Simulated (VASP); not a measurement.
# Cs7Pb8Cl23 (a cell with a defect) in VASP: single point with PBEsol

Aim: the single point of Cs7Pb8Cl23 (a cell with a defect) with PBEsol.

Everything below comes from runs of VASP 6.6.1. Logs are shortened: lines on timing, memory, paths and dates and some standing lists are left out, and cuts for length are marked.

## Step 1: The cell of the first run

The cell holds a defect, 38 atoms: a = 11.234 Å, b = 11.234 Å, c = 11.234 Å, α = 90.00°, β = 90.00°, γ = 90.00°.

## Step 2: Single point, PBEsol

Contents of INCAR:

```
SYSTEM = Cs7Pb8Cl23
PREC = Accurate
ENCUT = 400
EDIFF = 1E-6
ISMEAR = -1
SIGMA = 0.05
LREAL = Auto
LASPH = .TRUE.
NELM = 120
ALGO = Normal
ISIF = 2
LWAVE = .FALSE.
LCHARG = .FALSE.
GGA = PS
ISYM = -1
NBANDS = 193
GGA_COMPAT = .FALSE.
```

Contents of KPOINTS:

```
explicit points
1
Reciprocal
  0.25000000   0.25000000   0.25000000 1
```

Contents of POSCAR:

```
Cs7Pb8Cl23
1.0
   11.2343380000      0.0000000000      0.0000000000
    0.0000000000     11.2343380000      0.0000000000
    0.0000000000      0.0000000000     11.2343380000
Cs Pb Cl
7 8 23
Direct
    0.9725030000      0.9979740000      0.9981120000
    0.9920790000      0.9696020000      0.5000260000
    0.9908210000      0.5095260000      0.9996470000
    0.9743370000      0.5248520000      0.4992790000
    0.5337420000      0.9928530000      0.9998600000
    0.4797860000      0.9398960000      0.5006660000
    0.5224210000      0.4783550000      0.0005010000
    0.2514920000      0.2576170000      0.2660050000
    0.2502830000      0.2575050000      0.7334740000
    0.2476600000      0.7506750000      0.2450090000
    0.2469810000      0.7497890000      0.7557300000
    0.7586550000      0.2461790000      0.2502000000
    0.7568800000      0.2459380000      0.7479120000
    0.7461470000      0.7453780000      0.2485860000
    0.7452180000      0.7445690000      0.7502320000
    0.2138740000      0.3136800000      0.4996060000
    0.2274200000      0.8145310000      0.0003710000
    0.2395490000      0.7304800000      0.5005420000
    0.7445660000      0.2294520000      0.9991350000
    0.8170150000      0.2494850000      0.4991000000
    0.7626250000      0.7612630000      0.9993640000
    0.7482670000      0.7549540000      0.4994740000
    0.0093370000      0.2508890000      0.1970310000
    0.0076910000      0.2516320000      0.8003750000
    0.9972460000      0.7371860000      0.2592010000
    0.9965390000      0.7357770000      0.7413940000
    0.4982490000      0.2323040000      0.2187980000
    0.4970170000      0.2313320000      0.7804160000
    0.4970600000      0.7784660000      0.2289320000
    0.4962570000      0.7781930000      0.7711920000
    0.2397200000      0.0047180000      0.2984890000
    0.2375960000      0.0043940000      0.7051730000
    0.2553850000      0.4977780000      0.1868150000
    0.2553360000      0.4970070000      0.8147260000
    0.7712460000      0.9951060000      0.2506670000
    0.7701350000      0.9947950000      0.7485650000
    0.7597450000      0.4949420000      0.2224730000
    0.7579720000      0.4944650000      0.7776420000
```

Potentials or basis: VASP PAW PBE potentials, release 64 (Cs_sv, Pb_d, Cl).

The run is started by

```sh
cat potpaw_PBE.64/Cs_sv/POTCAR potpaw_PBE.64/Pb_d/POTCAR potpaw_PBE.64/Cl/POTCAR > POTCAR
mpirun -np 1 vasp_std > vasp.out
```

OUTCAR:

```text
SYSTEM = Cs7Pb8Cl23
   PREC = Accurate
   ENCUT = 400
   EDIFF = 1E-6
   ISMEAR = -1
   LREAL = Auto
   LASPH = .TRUE.
   NELM = 120
   ISIF = 2
   GGA = PS
   ISYM = -1

 ion  position               nearest neighbor table
   1  0.973  0.998  0.998-
   2  0.992  0.970  0.500-
   3  0.991  0.510  1.000-
   4  0.974  0.525  0.499-
   5  0.534  0.993  1.000-
   6  0.480  0.940  0.501-
   7  0.522  0.478  0.001-
   8  0.251  0.258  0.266-  16 2.73  23 2.83  27 2.84  33 2.84  31 2.87
   9  0.250  0.258  0.733-  16 2.73  24 2.83  28 2.84  34 2.84  32 2.86
  10  0.248  0.751  0.245-  25 2.82  29 2.82  17 2.85  18 2.88  33 2.92  31 2.92
  11  0.247  0.750  0.756-  26 2.82  30 2.82  17 2.85  18 2.88  34 2.92  32 2.92
  12  0.759  0.246  0.250-  37 2.81  35 2.82  19 2.83  20 2.87  23 2.88  27 2.95
  13  0.757  0.246  0.748-  38 2.81  36 2.83  19 2.83  20 2.88  24 2.88  28 2.95
  14  0.746  0.745  0.249-  21 2.81  35 2.82  22 2.82  25 2.82  29 2.83  37 2.83
  15  0.745  0.745  0.750-  21 2.81  22 2.82  36 2.83  26 2.83  38 2.83  30 2.83
  16  0.214  0.314  0.500-   8 2.73   9 2.73
  17  0.227  0.815  0.000-  10 2.85  11 2.85
  18  0.240  0.730  0.501-  11 2.88  10 2.88
  19  0.745  0.229  0.999-  12 2.83  13 2.83
  20  0.817  0.249  0.499-  12 2.87  13 2.88
  21  0.763  0.761  0.999-  14 2.81  15 2.81
[... 15 lines left out ...]
  37  0.760  0.495  0.222-  12 2.81  14 2.83
  38  0.758  0.494  0.778-  13 2.81  15 2.83

IMPORTANT INFORMATION: All symmetrisations will be switched off!
NOSYMM: (Re-)initialisation of all symmetry stuff for point group C_1.

----------------------------------------------------------------------------------------

                                     Primitive cell

  volume of cell :    1417.8897

  direct lattice vectors                    reciprocal lattice vectors
    11.234338000  0.000000000  0.000000000     0.089012811  0.000000000  0.000000000
     0.000000000 11.234338000  0.000000000     0.000000000  0.089012811  0.000000000
     0.000000000  0.000000000 11.234338000     0.000000000  0.000000000  0.089012811

  length of vectors
    11.234338000 11.234338000 11.234338000     0.089012811  0.089012811  0.089012811

  position of ions in fractional coordinates (direct lattice)
     0.972503000  0.997974000  0.998112000
     0.992079000  0.969602000  0.500026000
     0.990821000  0.509526000  0.999647000
     0.974337000  0.524852000  0.499279000
     0.533742000  0.992853000  0.999860000
     0.479786000  0.939896000  0.500666000
[... 30 lines left out ...]
     0.759745000  0.494942000  0.222473000
     0.757972000  0.494465000  0.777642000

  ion indices of the primitive-cell ions
[... 74 lines left out ...]
   NFREE  =      0    steps in history (QN), initial steepest desc. (CG)
   ISIF   =      2    stress and relaxation
   ISYM   =     -1    0-nonsym 1-usesym 2-fastsym
   POTIM  = 0.5000    time-step for ionic-motion
   TEBEG  =    0.0;   TEEND  =   0.0 temperature during run
   PSTRESS=    0.0 pullay stress
   NELECT =     336.0000    total number of electrons
   NUPDOWN=      -1.0000    fix difference up-down
   EMIN   =  10.00;   EMAX   =-10.00  energy-range for DOS
   EFERMI =   0.00;   METHOD = LEGACY
   ISMEAR =    -1;   SIGMA  =   0.05  broadening in eV -4-tet -1-fermi 0-gaus
   EFERMI_NEDOS =   21; number of points for ismear=-14 and -15
   IALGO  =     38    algorithm
   IMIX   =      4    mixing-type and parameters
     AMIX     =   0.40;   BMIX     =  1.00
     AMIX_MAG =   1.60;   BMIX_MAG =  1.00
  volume/ion in A,a.u.               =      37.31       251.80
  Fermi-wavevector in a.u.,A,eV,Ry     =   1.013072  1.914429 13.963870  1.026315
  Thomas-Fermi vector in A             =   2.146219
   LORBIT       =      0    0 simple, 1 ext, 2 COOP (PROOUT), +10 PAW based schemes
   GGA     = PS    functional components
   LHFCALC =     F    Hartree Fock is set to
   AEXX    =    0.0000 exact exchange contribution
   IVDW    =     0    specifies the selected vdW correction
   LEPSILON=     F    determine dielectric tensor
   LRPA    =     F    only Hartree local field effects (RPA)
 non-spin polarized calculation
  energy-cutoff  :      400.00
  volume of cell :     1417.89
 maximum number of plane-waves:     25731
 NGX is ok and might be reduce to    80
   NGX = 37   NGY = 37   NGZ = 37

 number of electron     335.9999997 magnetization

 Free energy of the ion-electron system (eV)
  ---------------------------------------------------
  ext. energy  EPLUGINS =         0.00000000
  ---------------------------------------------------
  free energy    TOTEN  =      -139.73513728 eV

  energy without entropy =     -139.73513728  energy(sigma->0) =     -139.73513728

 E-fermi :   1.4126     XC(G=0):  -7.6277

 val. band max:        0.1579118766   @ k =   0.2500   0.2500   0.2500
 cond. band min:       3.0047222376   @ k =   0.2500   0.2500   0.2500
 fundamental gap:      2.8468103611
 Fermi energy:         1.4126104119

 k-point     1 :       0.2500    0.2500    0.2500
  band No.  band energies     occupation
      1     -19.9014      2.00000
      2     -19.8650      2.00000
      3     -19.8186      2.00000
      4     -19.7173      2.00000
      5     -19.7041      2.00000
      6     -19.6899      2.00000
[... 172 lines left out ...]
    179       4.2905      0.00000
    180       4.3271      0.00000
 [bands above 180 left out]

------------------------ aborting loop because EDIFF is reached ----------------------------------------

  FORCE on cell =-STRESS in cart. coord.  units (eV):
  Direction    XX          YY          ZZ          XY          YZ          ZX
  --------------------------------------------------------------------------------------
  -------------------------------------------------------------------------------------
  Total       -3.6914864     -4.7068299     -3.4926198     -0.0773301     -0.1372123     -0.0845822
  in kB       -4.1712806     -5.3185914     -3.9465666     -0.0873810     -0.1550462     -0.0955756
  external PRESSURE =      -4.4788128 kB  Pullay stress =       0.0000000 kB

 VOLUME and BASIS-vectors are now :
 -----------------------------------------------------------------------------
  energy-cutoff  :      400.00
  volume of cell :     1417.89
      direct lattice vectors                 reciprocal lattice vectors
    11.234338000  0.000000000  0.000000000     0.089012811  0.000000000  0.000000000
     0.000000000 11.234338000  0.000000000     0.000000000  0.089012811  0.000000000
     0.000000000  0.000000000 11.234338000     0.000000000  0.000000000  0.089012811

 POSITION                                       TOTAL-FORCE (eV/Angst)
 -----------------------------------------------------------------------------------
     10.92543     11.21158     11.21313         0.002160     -0.002659     -0.000155
     11.14535     10.89284      5.61746        -0.001918      0.002728      0.000071
     11.13122      5.72419     11.23037         0.001128      0.002536      0.000171
     10.94603      5.89636      5.60907        -0.001588     -0.000554      0.001355
      5.99624     11.15405     11.23277        -0.003521     -0.004446     -0.000272
      5.39008     10.55911      5.62465         0.005000      0.005734      0.000233
[... 30 lines left out ...]
      8.53523      5.56035      2.49934         0.000243     -0.000070      0.000968
      8.51531      5.55499      8.73629         0.000636      0.000086     -0.000609
 -----------------------------------------------------------------------------------
    total drift:                                0.001028     -0.000632      0.000139

  FREE ENERGIE OF THE ION-ELECTRON SYSTEM (eV)
  ---------------------------------------------------
  free  energy   TOTEN  =      -139.7351372835 eV

  energy  without entropy=     -139.7351372834  energy(sigma->0) =     -139.73513728
```

stdout:

```text
POSCAR found type information on POSCAR CsPbCl
 POSCAR found :  3 types and      38 ions
 scaLAPACK will be used
 -----------------------------------------------------------------------------
|                                                                             |
|                                                                             |
|     You enforced a specific xc type in the INCAR file but a different       |
|     I HOPE YOU KNOW WHAT YOU ARE DOING!                                     |
|                                                                             |
 -----------------------------------------------------------------------------

 LDA part: xc-table for (Slater+PW92), standard interpolation
 POSCAR, INCAR and KPOINTS ok, starting setup
 FFT: planning ... GRIDC
 FFT: planning ... GRID_SOFT
 FFT: planning ... GRID
 WAVECAR not read
 entering main loop
```

It took 9.8 min on 1 thread of Intel Xeon Platinum 8259CL at 2.50GHz (Skylake/Cascade Lake), shared host; peak memory 1 GiB.

What came out:

```yaml
Free_energy: -139.7351 eV
Pressure: -0.4 GPa
Largest_force: 0.010 eV/Å
Band_gap_on_the_k_mesh: 2.85 eV
```

Forces in eV/Å, atoms in the order of the input:
```
Cs   0.002 -0.003  0.000
Cs  -0.002  0.003  0.000
Cs   0.001  0.003  0.000
Cs  -0.002 -0.001  0.001
Cs  -0.004 -0.004  0.000
Cs   0.005  0.006  0.000
Cs   0.003  0.004 -0.002
Pb  -0.006 -0.005 -0.005
Pb  -0.006 -0.005  0.007
Pb   0.001  0.000  0.004
Pb   0.002  0.001 -0.006
Pb  -0.003  0.002  0.002
Pb  -0.004  0.002 -0.004
Pb  -0.003  0.001  0.000
Pb  -0.002  0.000 -0.002
Cl   0.007  0.002 -0.002
Cl   0.002  0.006  0.000
Cl  -0.001 -0.001  0.001
Cl  -0.002 -0.001  0.001
Cl   0.000  0.000  0.000
Cl  -0.002 -0.001  0.000
Cl   0.001 -0.003  0.001
Cl   0.003  0.000  0.003
Cl   0.003  0.000 -0.002
Cl  -0.001  0.002 -0.004
Cl  -0.001  0.002  0.004
Cl  -0.001  0.001  0.001
Cl   0.001  0.001  0.000
Cl   0.000 -0.006 -0.001
Cl   0.000 -0.007  0.001
Cl   0.000 -0.001 -0.004
Cl   0.000 -0.003  0.004
Cl   0.001  0.003  0.002
Cl   0.001  0.003 -0.001
Cl   0.000  0.000  0.003
Cl   0.000  0.000 -0.002
Cl   0.000  0.000  0.001
Cl   0.001  0.000 -0.001
```

Stress tensor (GPa, compression positive):
```
-0.42 -0.01 -0.01
-0.01 -0.53 -0.02
-0.01 -0.02 -0.39
```

Caveat: the PAW data sets were made with another functional, which shifts forces and pressure a little; spin-orbit coupling is left out, which moves the levels of the heavy elements.
